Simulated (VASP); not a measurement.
# AlN (P4_2/mnm) in VASP: a series of runs

AlN is run at these levels: PBE; tasks: single point, relaxation of cell and atoms.

Program: VASP 6.6.1. These are calculated values, not measurements. Logs are shortened: lines on timing, memory, paths and dates and some standing lists are left out, and cuts for length are marked.

### 1 The cell of the first run

It takes space group P4_2/mnm (No. 136, tetragonal). Conventional cell: a = 5.329 Å, b = 5.329 Å, c = 3.122 Å, α = 90.00°, β = 90.00°, γ = 90.00°. Al (site symmetry m2m) has 4 N at 1.88 to 1.93 Å within 2.5 Å. N (site symmetry m2m) has 4 Al at 1.88 to 1.93 Å within 2.5 Å.

The cell was built from a structure type or drawn by symmetry, and may not be a known phase.

### 2 Single point, PBE

Input file INCAR:

```
  ALGO = Normal
  EDIFF = 1E-7
  ENCUT = 520
  GGA = PE
  ISIF = 2
  ISMEAR = 0
  LASPH = True
  LCHARG = False
  LREAL = False
  LWAVE = False
  NBANDS = 26
  NELM = 80
  PREC = Accurate
  SIGMA = 0.1
```

Input file KPOINTS:

```
k-points
0
Gamma
  4 4 6
```

Input file POSCAR:

```
AlN
1.0
    5.3285990995      0.0000000000      0.0000000000
    0.0000000000      5.3285990995      0.0000000000
    0.0000000000      0.0000000000      3.1217719483
Al N
4 4
Direct
    0.6769562196      0.6769562196      0.0000000000
    0.1769562196      0.8230437804      0.5000000000
    0.8230437804      0.1769562196      0.5000000000
    0.3230437804      0.3230437804      0.0000000000
    0.8153780411      0.8153780411      0.5000000000
    0.1846219589      0.1846219589      0.5000000000
    0.6846219589      0.3153780411      0.0000000000
    0.3153780411      0.6846219589      0.0000000000
```

Potentials or basis: VASP PAW PBE potentials, release 64 (Al, N).

Launch:

```
$ cat potpaw_PBE.64/Al/POTCAR potpaw_PBE.64/N/POTCAR > POTCAR
$ mpirun -np 1 vasp_std > vasp.out
```

OUTCAR:

```text
EDIFF = 1E-7
   ENCUT = 520
   GGA = PE
   ISIF = 2
   ISMEAR = 0
   LASPH = True
   LREAL = False
   NELM = 80
   PREC = Accurate

 ion  position               nearest neighbor table
   1  0.677  0.677  0.000-   5 1.88   5 1.88   8 1.93   7 1.93   4 2.67   3 3.18   2 3.18   3 3.18
                             2 3.18   3 3.18   3 3.18   2 3.18   2 3.18
   2  0.177  0.823  0.500-   8 1.88   8 1.88   5 1.93   6 1.93   3 2.67   1 3.18   1 3.18   4 3.18
                             4 3.18   4 3.18   4 3.18   1 3.18   1 3.18
   3  0.823  0.177  0.500-   7 1.88   7 1.88   5 1.93   6 1.93   2 2.67   1 3.18   1 3.18   4 3.18
                             4 3.18   1 3.18   1 3.18   4 3.18   4 3.18
   4  0.323  0.323  0.000-   6 1.88   6 1.88   8 1.93   7 1.93   1 2.67   2 3.18   2 3.18   3 3.18
                             3 3.18   2 3.18   2 3.18   3 3.18   3 3.18
   5  0.815  0.815  0.500-   1 1.88   1 1.88   3 1.93   2 1.93
   6  0.185  0.185  0.500-   4 1.88   4 1.88   2 1.93   3 1.93
   7  0.685  0.315  0.000-   3 1.88   3 1.88   4 1.93   1 1.93
   8  0.315  0.685  0.000-   2 1.88   2 1.88   4 1.93   1 1.93

  LATTYP: Found a simple tetragonal cell.
 ALAT       =     5.3285990995
 C/A-ratio  =     0.5858522831

  Lattice vectors:

 A1 = (   5.3285990995,   0.0000000000,   0.0000000000)
 A2 = (   0.0000000000,   5.3285990995,   0.0000000000)
 A3 = (   0.0000000000,   0.0000000000,   3.1217719483)

Analysis of symmetry for initial positions (statically):
=====================================================================
 Subroutine PRICEL returns:
 Original cell was already a primitive cell.

 Routine SETGRP: Setting up the symmetry group for a
 simple tetragonal supercell.

 Subroutine GETGRP returns: Found 16 space group operations
 (whereof  8 operations were pure point group operations)
 out of a pool of 16 trial point group operations.

The static configuration has the point symmetry D_2h.
 The point group associated with its full space group is D_4h.

Analysis of symmetry for dynamics (positions and initial velocities):
=====================================================================
 Subroutine PRICEL returns:
 Original cell was already a primitive cell.

 Routine SETGRP: Setting up the symmetry group for a
 simple tetragonal supercell.

 Subroutine GETGRP returns: Found 16 space group operations
 (whereof  8 operations were pure point group operations)
 out of a pool of 16 trial point group operations.

The dynamic configuration has the point symmetry D_2h.
 The point group associated with its full space group is D_4h.

 Subroutine INISYM returns: Found 16 space group operations
 (whereof  8 operations are pure point group operations),
 and found     1 'primitive' translations

----------------------------------------------------------------------------------------

                                     Primitive cell

  volume of cell :      88.6395

  direct lattice vectors                    reciprocal lattice vectors
     5.328599099  0.000000000  0.000000000     0.187666586  0.000000000  0.000000000
     0.000000000  5.328599099  0.000000000     0.000000000  0.187666586  0.000000000
     0.000000000  0.000000000  3.121771948     0.000000000  0.000000000  0.320330894

  length of vectors
     5.328599099  5.328599099  3.121771948     0.187666586  0.187666586  0.320330894

  position of ions in fractional coordinates (direct lattice)
     0.676956220  0.676956220  0.000000000
     0.176956220  0.823043780  0.500000000
     0.823043780  0.176956220  0.500000000
     0.323043780  0.323043780  0.000000000
     0.815378041  0.815378041  0.500000000
     0.184621959  0.184621959  0.500000000
     0.684621959  0.315378041  0.000000000
     0.315378041  0.684621959  0.000000000

  ion indices of the primitive-cell ions
   primitive index   ion index
                 1           1
                 2           2
                 3           3
                 4           4
                 5           5
                 6           6
                 7           7
                 8           8

----------------------------------------------------------------------------------------

 KPOINTS: k-points

Automatic generation of k-mesh.
 Grid dimensions read from file:
 generate k-points for:    4    4    6

 Generating k-lattice:

  Cartesian coordinates                     Fractional coordinates (reciprocal lattice)
     0.046916646  0.000000000  0.000000000     0.250000000  0.000000000  0.000000000
     0.000000000  0.046916646  0.000000000     0.000000000  0.250000000  0.000000000
     0.000000000  0.000000000  0.053388482     0.000000000  0.000000000  0.166666667

  Length of vectors
     0.046916646  0.046916646  0.053388482

  Shift w.r.t. Gamma in fractional coordinates (k-lattice)
     0.000000000  0.000000000  0.000000000

 Subroutine IBZKPT returns following result:
 ===========================================

 Found     24 irreducible k-points:

 Following reciprocal coordinates:
            Coordinates               Weight
  0.000000  0.000000  0.000000      1.000000
  0.250000  0.000000  0.000000      4.000000
  0.500000  0.000000  0.000000      2.000000
  0.250000  0.250000  0.000000      4.000000
  0.500000  0.250000  0.000000      4.000000
  0.500000  0.500000  0.000000      1.000000
[... 16 lines left out ...]
  0.500000  0.250000  0.500000      4.000000
  0.500000  0.500000  0.500000      1.000000
   k-points           NKPTS =     24   k-points in BZ     NKDIM =     24   number of bands    NBANDS=     26
   number of dos      NEDOS =    301   number of ions     NIONS =      8
   total plane-waves  NPLWV =  38400
   dimension x,y,z NGX =    40 NGY =   40 NGZ =   24
   dimension x,y,z NGXF=    80 NGYF=   80 NGZF=   48
   ions per type =               4   4
   NGX,Y,Z   is equivalent  to a cutoff of  12.48, 12.48, 12.78 a.u.
   NGXF,Y,Z  is equivalent  to a cutoff of  24.96, 24.96, 25.56 a.u.
 SYSTEM =  unknown system
   PREC   = accura    normal or accurate (medium, high low for compatibility)
   ISTART =      0    job   : 0-new  1-cont  2-samecut
   ICHARG =      2    charge: 1-file 2-atom 10-const
   ISPIN  =      1    spin polarized calculation?
   LNONCOLLINEAR =      F non collinear calculations
   LSORBIT =      F    spin-orbit coupling
   LASPH  =      T    aspherical Exc in radial PAW
   ENCUT  =  520.0 eV  38.22 Ry    6.18 a.u.   9.91  9.91  5.80*2*pi/ulx,y,z
   NELM   =     80;   NELMIN=  2; NELMDL= -5     # of ELM steps
   EDIFF  = 0.1E-06   stopping-criterion for ELM
   LREAL  =      F    real-space projection
   EDIFFG = 0.1E-05   stopping-criterion for IOM
   NSW    =      0    number of steps for IOM
   IBRION =     -1    ionic relax: 0-MD 1-quasi-New 2-CG
   NFREE  =      0    steps in history (QN), initial steepest desc. (CG)
   ISIF   =      2    stress and relaxation
   ISYM   =      2    0-nonsym 1-usesym 2-fastsym
   POTIM  = 0.5000    time-step for ionic-motion
   TEBEG  =    0.0;   TEEND  =   0.0 temperature during run
   PSTRESS=    0.0 pullay stress
   NELECT =      32.0000    total number of electrons
   NUPDOWN=      -1.0000    fix difference up-down
   EMIN   =  10.00;   EMAX   =-10.00  energy-range for DOS
   EFERMI =   0.00;   METHOD = LEGACY
   ISMEAR =     0;   SIGMA  =   0.10  broadening in eV -4-tet -1-fermi 0-gaus
   EFERMI_NEDOS =   21; number of points for ismear=-14 and -15
   IALGO  =     38    algorithm
   IMIX   =      4    mixing-type and parameters
     AMIX     =   0.40;   BMIX     =  1.00
     AMIX_MAG =   1.60;   BMIX_MAG =  1.00
  volume/ion in A,a.u.               =      11.08        74.77
  Fermi-wavevector in a.u.,A,eV,Ry     =   1.165688  2.202831 18.487991  1.358829
  Thomas-Fermi vector in A             =   2.302211
   LORBIT       =      0    0 simple, 1 ext, 2 COOP (PROOUT), +10 PAW based schemes
   GGA     = PE    functional components
   LHFCALC =     F    Hartree Fock is set to
   AEXX    =    0.0000 exact exchange contribution
   IVDW    =     0    specifies the selected vdW correction
   LEPSILON=     F    determine dielectric tensor
   LRPA    =     F    only Hartree local field effects (RPA)
 non-spin polarized calculation
 Gauss-broadening in eV      SIGMA  =   0.10
  energy-cutoff  :      520.00
  volume of cell :       88.64
 maximum number of plane-waves:      2412
 NGX is ok and might be reduce to    40
   NGX = 19   NGY = 19   NGZ = 11

 number of electron      31.9999997 magnetization

 Free energy of the ion-electron system (eV)
  ---------------------------------------------------
  ext. energy  EPLUGINS =         0.00000000
  ---------------------------------------------------
  free energy    TOTEN  =       -59.31221926 eV

  energy without entropy =      -59.31221926  energy(sigma->0) =      -59.31221926

 E-fermi :   5.9867     XC(G=0): -10.5788

 val. band max:        5.5138226767   @ k =   0.0000   0.0000   0.0000
 cond. band min:       9.2632295087   @ k =   0.0000   0.0000   0.0000
 fundamental gap:      3.7494068320
 Fermi energy:         5.9867220938

 k-point     1 :       0.0000    0.0000    0.0000
  band No.  band energies     occupation
      1      -9.4748      2.00000
      2      -7.5197      2.00000
      3      -7.5197      2.00000
      4      -7.2484      2.00000
      5      -0.4004      2.00000
      6       0.7344      2.00000
[... 18 lines left out ...]
     25      16.5883      0.00000
     26      17.1498      0.00000

 k-point     2 :       0.2500    0.0000    0.0000
  band No.  band energies     occupation
      1      -9.2834      2.00000
      2      -8.0370      2.00000
      3      -7.4254      2.00000
      4      -7.1059      2.00000
      5      -0.2624      2.00000
      6       0.9984      2.00000
[... 18 lines left out ...]
     25      16.2959      0.00000
[... 608 lines left out ...]
     25      15.7463      0.00000
     26      15.7463      0.00000

 k-point    24 :       0.5000    0.5000    0.5000
  band No.  band energies     occupation
      1      -7.5972      2.00000
      2      -7.5972      2.00000
      3      -6.9534      2.00000
      4      -6.9534      2.00000
      5      -0.1768      2.00000
      6      -0.1768      2.00000
[... 18 lines left out ...]
     25      16.0587      0.00000
     26      16.0588      0.00000

------------------------ aborting loop because EDIFF is reached ----------------------------------------

  FORCE on cell =-STRESS in cart. coord.  units (eV):
  Direction    XX          YY          ZZ          XY          YZ          ZX
  --------------------------------------------------------------------------------------
  -------------------------------------------------------------------------------------
  Total       -0.1024461     -0.1024461     -0.1247929     -0.0000000      0.0000000      0.0000000
  in kB       -1.8517339     -1.8517339     -2.2556579     -0.0000000      0.0000000      0.0000000
  external PRESSURE =      -1.9863752 kB  Pullay stress =       0.0000000 kB

 VOLUME and BASIS-vectors are now :
 -----------------------------------------------------------------------------
  energy-cutoff  :      520.00
  volume of cell :       88.64
      direct lattice vectors                 reciprocal lattice vectors
     5.328599099  0.000000000  0.000000000     0.187666586  0.000000000  0.000000000
     0.000000000  5.328599099  0.000000000     0.000000000  0.187666586  0.000000000
     0.000000000  0.000000000  3.121771948     0.000000000  0.000000000  0.320330894

 POSITION                                       TOTAL-FORCE (eV/Angst)
 -----------------------------------------------------------------------------------
      3.60723      3.60723      0.00000        -0.000369     -0.000369     -0.000000
      0.94293      4.38567      1.56089        -0.000369      0.000369     -0.000000
      4.38567      0.94293      1.56089         0.000369     -0.000369     -0.000000
      1.72137      1.72137      0.00000         0.000369      0.000369      0.000000
      4.34482      4.34482      1.56089         0.000702      0.000702      0.000000
      0.98378      0.98378      1.56089        -0.000702     -0.000702     -0.000000
      3.64808      1.68052      0.00000        -0.000702      0.000702      0.000000
      1.68052      3.64808      0.00000         0.000702     -0.000702     -0.000000
 -----------------------------------------------------------------------------------
    total drift:                                0.000000      0.000000      0.000000

  FREE ENERGIE OF THE ION-ELECTRON SYSTEM (eV)
  ---------------------------------------------------
  free  energy   TOTEN  =       -59.3122192583 eV

  energy  without entropy=      -59.3122192583  energy(sigma->0) =      -59.31221926
```

It took 45 s on 1 thread of Intel Xeon 8259CL, shared host; peak memory 0.2 GiB.

Results:

```
Free energy            : -59.3122 eV
Pressure               : -0.2 GPa
Band gap on the k mesh : 3.75 eV
```

Levels at points of the mesh, in eV from the valence-band top:
| k point | band 14 | band 15 | band 16 | band 17 | band 18 | band 19 |
| --- | --- | --- | --- | --- | --- | --- |
| (0.00, 0.00, 0.00) | -0.09 | -0.09 | 0.00 | 3.75 | 6.02 | 6.53 |
| (0.50, 0.00, 0.00) | -0.62 | -0.59 | -0.59 | 5.76 | 5.76 | 6.47 |
| (0.50, 0.50, 0.00) | -1.02 | -0.91 | -0.91 | 6.01 | 6.01 | 6.35 |
| (0.00, 0.00, 0.50) | -1.63 | -1.48 | -1.48 | 6.02 | 6.02 | 7.76 |
| (0.50, 0.00, 0.50) | -1.35 | -0.67 | -0.67 | 6.25 | 6.25 | 6.68 |
| (0.50, 0.50, 0.50) | -1.15 | -0.94 | -0.94 | 5.21 | 5.21 | 5.66 |

### 3 Relaxation of cell and atoms, PBE

This run uses another cell than the first one, of 9.70 Å³/atom.

Input file INCAR:

```
ALGO = Normal
EDIFF = 1E-7
EDIFFG = -0.04
ENCUT = 600
GGA = PE
IBRION = 2
ISIF = 3
ISMEAR = 0
LASPH = True
LCHARG = False
LREAL = False
LWAVE = False
NELM = 60
NSW = 90
PREC = Accurate
SIGMA = 0.1
```

KPOINTS is that of step 2.

Input file POSCAR:

```
AlN
1.0
    5.0571006600      0.0000000000      0.0000000000
    0.0000000000      5.0571006600      0.0000000000
    0.0000000000      0.0000000000      3.0351568300
Al N
4 4
Direct
    0.6804985700      0.6804985700      0.0000000000
    0.1804985700      0.8195014300      0.5000000000
    0.8195014300      0.1804985700      0.5000000000
    0.3195014300      0.3195014300      0.0000000000
    0.8195014300      0.8195014300      0.5000000000
    0.1804985700      0.1804985700      0.5000000000
    0.6804985700      0.3195014300      0.0000000000
    0.3195014300      0.6804985700      0.0000000000
```

Potentials or basis: VASP PAW PBE potentials, release 64 (Al, N).

Launch:

```
$ cat potpaw_PBE.64/Al/POTCAR potpaw_PBE.64/N/POTCAR > POTCAR
$ mpirun -np 1 vasp_std > vasp.out
```

It took 4.4 min on 1 thread of Intel Xeon 8259CL, shared host; peak memory 0.21 GiB.

The run converged. Its results:

| Item | Value |
| --- | --- |
| Free energy | -59.3070 eV |
| Relaxed volume | 11.06 Å³/atom |
| Relaxed cell | a = 5.324 Å, b = 5.324 Å, c = 3.121 Å, α = 90.00°, β = 90.00°, γ = 90.00° |
| Space group after relaxing (to 0.1 Å) | P4_2/mnm (No. 136) |
| Energy gained by relaxing | 130.9 meV/atom |
| Ionic steps | 10 |
| Pressure after relaxing | 0.1 GPa |
| Largest force after relaxing | 0.021 eV/Å |
| Band gap on the k mesh | 3.76 eV |

Forces on the atoms (eV/Å):
```
Al  -0.007 -0.007  0.000
Al  -0.007  0.007  0.000
Al   0.007 -0.007  0.000
Al   0.007  0.007  0.000
N    0.015  0.015  0.000
N   -0.015 -0.015  0.000
N   -0.015  0.015  0.000
N    0.015 -0.015  0.000
```

The path:
```tsv
step	energy change (eV)	largest force (eV/Å)	pressure (GPa)	volume (Å³)
1	0.0000	1.3684	31.26	77.62
2	-0.0361	1.0327	-18.31	100.87
3	-0.9920	0.7289	0.45	88.14
4	-0.9926	0.7168	0.93	87.91
5	-1.0201	0.3352	-1.82	89.32
6	-1.0296	0.1689	-0.98	88.84
7	-1.0457	0.0629	0.16	88.40
8	-1.0468	0.0453	0.53	88.26
9	-1.0472	0.0682	-0.23	88.64
10	-1.0476	0.0206	0.09	88.48
```

Final structure:
```
Al N
1.0
     5.32432    0.00000    0.00000
     0.00000    5.32432    0.00000
     0.00000    0.00000    3.12122
Al N
4 4
Direct
  0.67699 0.67699 0.00000
  0.17699 0.82301 0.50000
  0.82301 0.17699 0.50000
  0.32301 0.32301 0.00000
  0.81522 0.81522 0.50000
  0.18478 0.18478 0.50000
  0.68478 0.31522 0.00000
  0.31522 0.68478 0.00000
```

Levels at points of the mesh, in eV from the valence-band top:
```csv
k point,band 14,band 15,band 16,band 17,band 18,band 19
"(0.00, 0.00, 0.00)",-0.09,-0.09,0.00,3.76,6.01,6.52
"(0.50, 0.00, 0.00)",-0.62,-0.60,-0.60,5.77,5.77,6.47
"(0.50, 0.50, 0.00)",-1.03,-0.93,-0.93,6.02,6.02,6.36
"(0.00, 0.00, 0.50)",-1.63,-1.49,-1.49,6.03,6.03,7.76
"(0.50, 0.00, 0.50)",-1.35,-0.68,-0.68,6.26,6.26,6.69
"(0.50, 0.50, 0.50)",-1.15,-0.94,-0.94,5.21,5.21,5.66
```
